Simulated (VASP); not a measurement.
# V (Im-3m) in VASP: a series of runs

The runs below take V through single point, with PBEsol.

Everything below comes from runs of VASP 6.6.1. Logs are shortened: lines on timing, memory, paths and dates and some standing lists are left out, and cuts for length are marked.

## 1. The cell of the first run

The structure is cubic, space group Im-3m (No. 229). Conventional cell: a = 2.964 Å, b = 2.964 Å, c = 2.964 Å, α = 90.00°, β = 90.00°, γ = 90.00°. Within 3.4 Å of V (site symmetry m-3m) lie 14 V at 2.57 to 2.96 Å.

## 2. Single point, PBEsol, collinear spin, ferromagnetic start (volume scaled by 0.94)

File INCAR:

```
SYSTEM = V
PREC = Accurate ; ENCUT = 520
EDIFF = 1E-7 ; ISMEAR = -1
SIGMA = 0.03 ; LREAL = .FALSE.
LASPH = .TRUE. ; NELM = 150
ALGO = Normal ; ISIF = 2
LWAVE = .FALSE. ; LCHARG = .TRUE.
ISPIN = 2 ; MAGMOM = 1.5
LORBIT = 11 ; LMAXMIX = 4
GGA = PS ; LELF = .TRUE.
LVHAR = .TRUE. ; NBANDS = 16
```

File KPOINTS:

```
Automatic mesh
0
G
  19 19 19
  0 0 0
```

File POSCAR:

```
V
1.0
   -1.4821137825      1.4821137825      1.4821137825
    1.4821137825     -1.4821137825      1.4821137825
    1.4821137825      1.4821137825     -1.4821137825
V
1
Direct
    0.0000000000      0.0000000000      0.0000000000
```

Potentials or basis: VASP PAW PBE potentials, release 64 (V_sv).

Started as:

```console
$ cat potpaw_PBE.64/V_sv/POTCAR > POTCAR
$ mpirun -np 1 vasp_std > vasp.out
```

OUTCAR:

```text
SYSTEM = V
   PREC = Accurate
   ENCUT = 520
   EDIFF = 1E-7
   ISMEAR = -1
   LREAL = .FALSE.
   LASPH = .TRUE.
   NELM = 150
   ISIF = 2
   ISPIN = 2
   LORBIT = 11
   GGA = PS

 ion  position               nearest neighbor table
   1  0.000  0.000  0.000-

  LATTYP: Found a body centered cubic cell.
 ALAT       =     2.9642275650

  Lattice vectors:

 A1 = (  -1.4821137825,   1.4821137825,   1.4821137825)
 A2 = (   1.4821137825,  -1.4821137825,   1.4821137825)
 A3 = (   1.4821137825,   1.4821137825,  -1.4821137825)

Analysis of symmetry for initial positions (statically):
=====================================================================
 Subroutine PRICEL returns:
 Original cell was already a primitive cell.

 Routine SETGRP: Setting up the symmetry group for a
 body centered cubic supercell.

 Subroutine GETGRP returns: Found 48 space group operations
 (whereof 48 operations were pure point group operations)
 out of a pool of 48 trial point group operations.

The static configuration has the point symmetry O_h .

Analysis of symmetry for dynamics (positions and initial velocities):
=====================================================================
 Subroutine PRICEL returns:
 Original cell was already a primitive cell.

 Routine SETGRP: Setting up the symmetry group for a
 body centered cubic supercell.

 Subroutine GETGRP returns: Found 48 space group operations
 (whereof 48 operations were pure point group operations)
 out of a pool of 48 trial point group operations.

The dynamic configuration has the point symmetry O_h .

Analysis of structural, dynamic, and magnetic symmetry:
=====================================================================
 Subroutine PRICEL returns:
 Original cell was already a primitive cell.

 Routine SETGRP: Setting up the symmetry group for a
 body centered cubic supercell.

 Subroutine GETGRP returns: Found 48 space group operations
 (whereof 48 operations were pure point group operations)
 out of a pool of 48 trial point group operations.

The overall configuration has the point symmetry O_h .

 Subroutine INISYM returns: Found 48 space group operations
 (whereof 48 operations are pure point group operations),
 and found     1 'primitive' translations

----------------------------------------------------------------------------------------

                                     Primitive cell

  volume of cell :      13.0228

  direct lattice vectors                    reciprocal lattice vectors
    -1.482113782  1.482113782  1.482113782     0.000000000  0.337356015  0.337356015
     1.482113782 -1.482113782  1.482113782     0.337356015  0.000000000  0.337356015
     1.482113782  1.482113782 -1.482113782     0.337356015  0.337356015  0.000000000

  length of vectors
     2.567096374  2.567096374  2.567096374     0.477093452  0.477093452  0.477093452

  position of ions in fractional coordinates (direct lattice)
     0.000000000  0.000000000  0.000000000

  ion indices of the primitive-cell ions
   primitive index   ion index
                 1           1

----------------------------------------------------------------------------------------

 KPOINTS: Automatic mesh

Automatic generation of k-mesh.
 Grid dimensions read from file:
 generate k-points for:   19   19   19

 Generating k-lattice:

  Cartesian coordinates                     Fractional coordinates (reciprocal lattice)
     0.000000000  0.017755580  0.017755580     0.052631579  0.000000000  0.000000000
     0.017755580  0.000000000  0.017755580     0.000000000  0.052631579  0.000000000
     0.017755580  0.017755580  0.000000000     0.000000000  0.000000000  0.052631579

  Length of vectors
     0.025110182  0.025110182  0.025110182

  Shift w.r.t. Gamma in fractional coordinates (k-lattice)
     0.000000000  0.000000000  0.000000000

 Subroutine IBZKPT returns following result:
 ===========================================

 Found    220 irreducible k-points:

 Following reciprocal coordinates:
            Coordinates               Weight
  0.000000  0.000000  0.000000      1.000000
  0.052632  0.000000  0.000000     12.000000
  0.105263  0.000000  0.000000     12.000000
  0.157895  0.000000  0.000000     12.000000
  0.210526  0.000000  0.000000     12.000000
  0.263158  0.000000  0.000000     12.000000
[... 16 lines left out ...]
  0.263158  0.105263  0.000000     48.000000
  0.315789  0.105263 -0.000000     48.000000
 [... further k-points ...]
   k-points           NKPTS =    220   k-points in BZ     NKDIM =    220   number of bands    NBANDS=     16
   number of dos      NEDOS =    301   number of ions     NIONS =      1
   total plane-waves  NPLWV =   8000
   dimension x,y,z NGX =    20 NGY =   20 NGZ =   20
   dimension x,y,z NGXF=    40 NGYF=   40 NGZF=   40
   ions per type =               1
   NGX,Y,Z   is equivalent  to a cutoff of  12.95, 12.95, 12.95 a.u.
   NGXF,Y,Z  is equivalent  to a cutoff of  25.90, 25.90, 25.90 a.u.
 SYSTEM =  V
   PREC   = accura    normal or accurate (medium, high low for compatibility)
   ISTART =      0    job   : 0-new  1-cont  2-samecut
   ICHARG =      2    charge: 1-file 2-atom 10-const
   ISPIN  =      2    spin polarized calculation?
   LNONCOLLINEAR =      F non collinear calculations
   LSORBIT =      F    spin-orbit coupling
   LASPH  =      T    aspherical Exc in radial PAW
   ENCUT  =  520.0 eV  38.22 Ry    6.18 a.u.   4.77  4.77  4.77*2*pi/ulx,y,z
   NELM   =    150;   NELMIN=  2; NELMDL= -5     # of ELM steps
   EDIFF  = 0.1E-06   stopping-criterion for ELM
   LREAL  =      F    real-space projection
   EDIFFG = 0.1E-05   stopping-criterion for IOM
   NSW    =      0    number of steps for IOM
   IBRION =     -1    ionic relax: 0-MD 1-quasi-New 2-CG
   NFREE  =      0    steps in history (QN), initial steepest desc. (CG)
   ISIF   =      2    stress and relaxation
   ISYM   =      2    0-nonsym 1-usesym 2-fastsym
   POTIM  = 0.5000    time-step for ionic-motion
   TEBEG  =    0.0;   TEEND  =   0.0 temperature during run
   PSTRESS=    0.0 pullay stress
   NELECT =      13.0000    total number of electrons
   NUPDOWN=      -1.0000    fix difference up-down
   EMIN   =  10.00;   EMAX   =-10.00  energy-range for DOS
   EFERMI =   0.00;   METHOD = LEGACY
   ISMEAR =    -1;   SIGMA  =   0.03  broadening in eV -4-tet -1-fermi 0-gaus
   EFERMI_NEDOS =   21; number of points for ismear=-14 and -15
   IALGO  =     38    algorithm
   IMIX   =      4    mixing-type and parameters
     AMIX     =   0.40;   BMIX     =  1.00
     AMIX_MAG =   1.60;   BMIX_MAG =  1.00
  volume/ion in A,a.u.               =      13.02        87.88
  Fermi-wavevector in a.u.,A,eV,Ry     =   1.636142  3.091861 36.422274  2.676962
  Thomas-Fermi vector in A             =   2.727498
   LORBIT       =     11    0 simple, 1 ext, 2 COOP (PROOUT), +10 PAW based schemes
   GGA     = PS    functional components
   LHFCALC =     F    Hartree Fock is set to
   AEXX    =    0.0000 exact exchange contribution
   IVDW    =     0    specifies the selected vdW correction
   LEPSILON=     F    determine dielectric tensor
   LRPA    =     F    only Hartree local field effects (RPA)
 spin polarized calculation
  energy-cutoff  :      520.00
  volume of cell :       13.02
 maximum number of plane-waves:       370
   NGX =  9   NGY =  9   NGZ =  9

 number of electron      12.9999999 magnetization      -0.0016163

 number of electron      12.9999999 magnetization       0.0011130

 Free energy of the ion-electron system (eV)
  ---------------------------------------------------
  ext. energy  EPLUGINS =         0.00000000
  ---------------------------------------------------
  free energy    TOTEN  =        -9.63769366 eV

  energy without entropy =       -9.63296163  energy(sigma->0) =       -9.63532765

 E-fermi :   9.9836     XC(G=0): -13.2441

 val. band max:        9.9834076268   @ k =  -0.3158   0.3158   0.1579
 cond. band min:       9.9900630863   @ k =  -0.3684   0.4211   0.1579
 fundamental gap:      0.0066554595
 Fermi energy:         9.9835964049

 spin component 1

 k-point     1 :       0.0000    0.0000    0.0000
  band No.  band energies     occupation
      1     -53.4484      1.00000
      2     -26.7912      1.00000
      3     -26.7912      1.00000
      4     -26.7912      1.00000
      5       3.3173      1.00000
      6      10.4065      0.00000
[... 8 lines left out ...]
     15      38.1114      0.00000
     16      42.5948      0.00000

 k-point     2 :       0.0526    0.0000    0.0000
  band No.  band energies     occupation
      1     -53.4423      1.00000
      2     -26.8199      1.00000
      3     -26.7999      1.00000
      4     -26.7914      1.00000
      5       3.4335      1.00000
      6      10.3557      0.00000
[... 8 lines left out ...]
     15      38.3195      0.00000
     16      41.2398      0.00000
[... 387 lines left out ...]
      5       6.5531      1.00000
      6       9.2184      1.00000
[... 8 lines left out ...]
     15      38.0710      0.00000
     16      39.2371      0.00000

 k-point    24 :       0.3158    0.1053   -0.0000
  band No.  band energies     occupation
      1     -53.2479      1.00000
      2     -27.6330      1.00000
      3     -27.0798      1.00000
      4     -26.8365      1.00000
      5       6.8747      1.00000
      6       9.0323      1.00000
[... 8 lines left out ...]
     15      38.2830      0.00000
     16      39.4544      0.00000

 [... further k-points ...]

 spin component 2

 k-point     1 :       0.0000    0.0000    0.0000
  band No.  band energies     occupation
      1     -53.4474      1.00000
      2     -26.7902      1.00000
      3     -26.7902      1.00000
      4     -26.7902      1.00000
      5       3.3180      1.00000
      6      10.4075      0.00000
[... 8 lines left out ...]
     15      38.1118      0.00000
     16      42.5958      0.00000

 k-point     2 :       0.0526    0.0000    0.0000
  band No.  band energies     occupation
      1     -53.4413      1.00000
      2     -26.8190      1.00000
      3     -26.7989      1.00000
      4     -26.7904      1.00000
      5       3.4341      1.00000
      6      10.3567      0.00000
[... 8 lines left out ...]
     15      38.3199      0.00000
     16      41.2407      0.00000
[... 387 lines left out ...]
      5       6.5538      1.00000
      6       9.2194      1.00000
[... 8 lines left out ...]
     15      38.0717      0.00000
     16      39.2378      0.00000

 k-point    24 :       0.3158    0.1053   -0.0000
  band No.  band energies     occupation
      1     -53.2469      1.00000
      2     -27.6321      1.00000
      3     -27.0789      1.00000
      4     -26.8356      1.00000
      5       6.8754      1.00000
      6       9.0333      1.00000
[... 8 lines left out ...]
     15      38.2838      0.00000
     16      39.4550      0.00000

 [... further k-points ...]
[... 5 lines left out ...]
  --------------------------------------------------------------------------------------
  -------------------------------------------------------------------------------------
  Total       -0.0863926     -0.0863926     -0.0863926     -0.0000000      0.0000000      0.0000000
  in kB      -10.6287564    -10.6287564    -10.6287564     -0.0000000      0.0000000      0.0000000
  external PRESSURE =     -10.6287564 kB  Pullay stress =       0.0000000 kB

 VOLUME and BASIS-vectors are now :
 -----------------------------------------------------------------------------
  energy-cutoff  :      520.00
  volume of cell :       13.02
      direct lattice vectors                 reciprocal lattice vectors
    -1.482113782  1.482113782  1.482113782     0.000000000  0.337356015  0.337356015
     1.482113782 -1.482113782  1.482113782     0.337356015  0.000000000  0.337356015
     1.482113782  1.482113782 -1.482113782     0.337356015  0.337356015  0.000000000

 POSITION                                       TOTAL-FORCE (eV/Angst)
 -----------------------------------------------------------------------------------
      0.00000      0.00000      0.00000         0.000000      0.000000      0.000000
 -----------------------------------------------------------------------------------
    total drift:                                0.000000      0.000000      0.000000

  FREE ENERGIE OF THE ION-ELECTRON SYSTEM (eV)
  ---------------------------------------------------
  free  energy   TOTEN  =        -9.6376936632 eV

  energy  without entropy=       -9.6329616300  energy(sigma->0) =       -9.63532765

 total charge

# of ion       s       p       d       tot
------------------------------------------
    1        2.353   6.234   3.131  11.718

 magnetization (x)

# of ion       s       p       d       tot
------------------------------------------
    1        0.000   0.000   0.001   0.001
```

Run time: 37 s. Hardware: 1 thread of Intel Xeon 6975P-C (Granite Rapids), shared host; peak memory 0.17 GiB.

What came out:

* Free energy: -9.6377 eV
* Pressure: -1.1 GPa
* Net moment: 0.00 μB per cell
* Valence electrons inside the program's atomic spheres: V 11.72

Caveat: the PAW data sets were made with another functional, which shifts forces and pressure a little.

## 3. Single point, PBEsol, collinear spin, ferromagnetic start (volume scaled by 0.98)

File INCAR:

```
PREC     = Accurate       # precision mode
ENCUT    = 520            # plane-wave cutoff, eV
EDIFF    = 1E-7           # SCF threshold, eV
ISMEAR   = -1             # smearing method
SIGMA    = 0.03           # smearing width, eV
LREAL    = F              # projectors in reciprocal space
LASPH    = T              # aspherical terms in the spheres
NELM     = 150            # most SCF steps
ALGO     = Normal         # electronic algorithm
ISIF     = 2              # what is computed and relaxed
LWAVE    = F              # write WAVECAR
LCHARG   = T              # write CHGCAR
ISPIN    = 2              # spin polarisation
MAGMOM   = 1.5            # initial moments
LORBIT   = 11             # projections on sites
LMAXMIX  = 4              # l up to which the mixer works
GGA      = PS             # functional
LELF     = T              # ELF
LVHAR    = T            
NBANDS   = 16             # bands
```

File KPOINTS:

```
regular mesh
0
Gamma
  19 19 19
```

File POSCAR:

```
V
1.0
   -1.5028453316      1.5028453316      1.5028453316
    1.5028453316     -1.5028453316      1.5028453316
    1.5028453316      1.5028453316     -1.5028453316
V
1
Direct
    0.0000000000      0.0000000000      0.0000000000
```

Potentials or basis: VASP PAW PBE potentials, release 64 (V_sv).

Started as:

```console
$ cat potpaw_PBE.64/V_sv/POTCAR > POTCAR
$ mpirun -np 1 vasp_std > vasp.out
```

It took 44 s on 1 thread of Intel Xeon 6975P-C (Granite Rapids), shared host; peak memory 0.18 GiB.

It converged, with:

```
Free energy                                           : -9.6210 eV
Pressure                                              : -8.5 GPa
Net moment                                            : 0.00 μB per cell
Valence electrons inside the program's atomic spheres : V 11.64
```

Levels at points of the mesh, in eV from the Fermi level:
Spin up:
```
           k point  band 4  band 5  band 6  band 7  band 8  band 9
(0.00, 0.00, 0.00)  -36.89   -6.58    0.42    0.42    0.42    2.40
```
Spin down:
```csv
k point,band 4,band 5,band 6,band 7,band 8,band 9
"(0.00, 0.00, 0.00)",-36.89,-6.58,0.42,0.42,0.42,2.40
```

Caveat: the PAW data sets were made with another functional, which shifts forces and pressure a little.

## 4. Single point, PBEsol, collinear spin, ferromagnetic start (volume scaled by 1.01)

File INCAR:

```
SYSTEM = V
ALGO = Normal ; EDIFF = 1E-6
ENCUT = 520 ; GGA = PS
ISIF = 2 ; ISMEAR = -1
ISPIN = 2 ; LASPH = .TRUE.
LCHARG = .FALSE. ; LMAXMIX = 4
LORBIT = 11 ; LREAL = .FALSE.
LWAVE = .FALSE. ; MAGMOM = 1.5
NBANDS = 16 ; NELM = 150
PREC = Accurate ; SIGMA = 0.03
```

File KPOINTS:

```
k-points
0
G
  19 19 19
  0 0 0
```

File POSCAR:

```
V
1.0
   -1.5180266150      1.5180266150      1.5180266150
    1.5180266150     -1.5180266150      1.5180266150
    1.5180266150      1.5180266150     -1.5180266150
V
1
Direct
    0.0000000000      0.0000000000      0.0000000000
```

Started as:

```console
$ cat potpaw_PBE.64/V_sv/POTCAR > POTCAR
$ mpirun -np 1 vasp_std > vasp.out
```

It took 33 s on 1 thread of Intel Xeon 6975P-C (Granite Rapids), shared host; peak memory 0.18 GiB.

The run converged. Its results:

```yaml
Free_energy: -9.5930 eV
Pressure: -13.1 GPa
Net_moment: 0.00 μB per cell
Valence_electrons_inside_the_program's_atomic_spheres: V 11.59
```

Levels at points of the mesh, in eV from the Fermi level:
Spin up:
| k point | band 3 | band 4 | band 5 | band 6 | band 7 | band 8 | band 9 | band 10 | band 11 | band 12 |
| --- | --- | --- | --- | --- | --- | --- | --- | --- | --- | --- |
| (0.00, 0.00, 0.00) | -36.98 | -36.98 | -6.51 | 0.41 | 0.41 | 0.41 | 2.32 | 2.32 | 20.20 | 20.20 |
Spin down:
| k point | band 5 | band 6 | band 7 | band 8 | band 9 | band 10 |
| --- | --- | --- | --- | --- | --- | --- |
| (0.00, 0.00, 0.00) | -6.51 | 0.41 | 0.41 | 0.41 | 2.32 | 2.32 |

Caveat: the PAW data sets were made with another functional, which shifts forces and pressure a little.

(Part 1 of 2 ends here.)
